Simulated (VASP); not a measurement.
## CsPbBr3: relaxation of cell and atoms with LDA

The system is CsPbBr3.

```xyz
5
Lattice="6.0095 0.0000 0.0000 0.0000 6.0095 0.0000 0.0000 0.0000 6.0095" Properties=species:S:1:pos:R:3 pbc="T T T"
Cs    0.0000    0.0000    0.0000
Pb    3.0048    3.0048    3.0048
Br    3.0048    3.0048    0.0000
Br    3.0048    0.0000    3.0048
Br    0.0000    3.0048    3.0048
```

* Program: VASP 6.6.1
* Task: relaxation of cell and atoms
* Functional: LDA
* Potentials or basis: VASP PAW LDA potentials, release 64 (Cs_sv, Pb_d, Br)
* Cutoff: 600 eV
* k mesh: 4 × 4 × 4
* Occupations: fermi-dirac, width 0.02 eV
* Spin: no spin polarisation
* Dipole correction: no
* Further INCAR settings: ALGO = Normal; EDIFF = 1e-06; IBRION = 2; EDIFFG = -0.005; NSW = 80; ISIF = 3

* Relaxed volume: 38.71 Å³/atom
* Relaxed cell: a = 5.785 Å, b = 5.785 Å, c = 5.785 Å, α = 90.00°, β = 90.00°, γ = 90.00°
* Space group after relaxing (to 0.1 Å): Pm-3m (No. 221)
* Energy gained by relaxing: 35.8 meV/atom
* Ionic steps: 4
* Pressure after relaxing: 0.0 GPa
* Band gap on the k mesh: 1.16 eV

The path:
```
step  energy change (eV)  largest force (eV/Å)  pressure (GPa)  volume (Å³)
   1              0.0000                0.0000           -2.20       217.03
   2             -0.1688                0.0000           -0.62       198.81
   3             -0.1791                0.0000           -0.04       194.00
   4             -0.1791                0.0000            0.01       193.56
```

Final structure:
```xyz
5
Lattice="5.7846 0.0000 0.0000 0.0000 5.7846 0.0000 0.0000 0.0000 5.7846" Properties=species:S:1:pos:R:3 pbc="T T T"
Cs    0.0000    0.0000    0.0000
Pb    2.8923    2.8923    2.8923
Br    2.8923    2.8923    0.0000
Br    2.8923    0.0000    2.8923
Br    0.0000    2.8923    2.8923
```

Levels at points of the mesh, in eV from the valence-band top:
```
           k point  band 18  band 19  band 20  band 21  band 22  band 23  band 24  band 25  band 26
(0.00, 0.00, 0.00)    -2.48    -2.48    -2.33    -2.33    -2.33     2.43     3.53     3.53     4.36
(0.50, 0.00, 0.00)    -2.63    -2.63    -2.47    -2.47    -1.59     2.33     3.98     4.57     4.67
(0.50, 0.50, 0.00)    -2.73    -2.73    -2.54    -1.94    -0.79     1.79     1.79     4.67     4.75
(0.50, 0.50, 0.50)    -2.53    -1.93    -1.93    -1.93     0.00     1.16     1.16     1.16     3.96
```

Wall time 110 s on 1 thread of AMD EPYC 9R45 96-Core Processor (Zen 5) (shared host), peak memory 0.28 GiB.

Caveat: spin-orbit coupling is left out, which moves the levels of the heavy elements. A k mesh can miss the band edges.
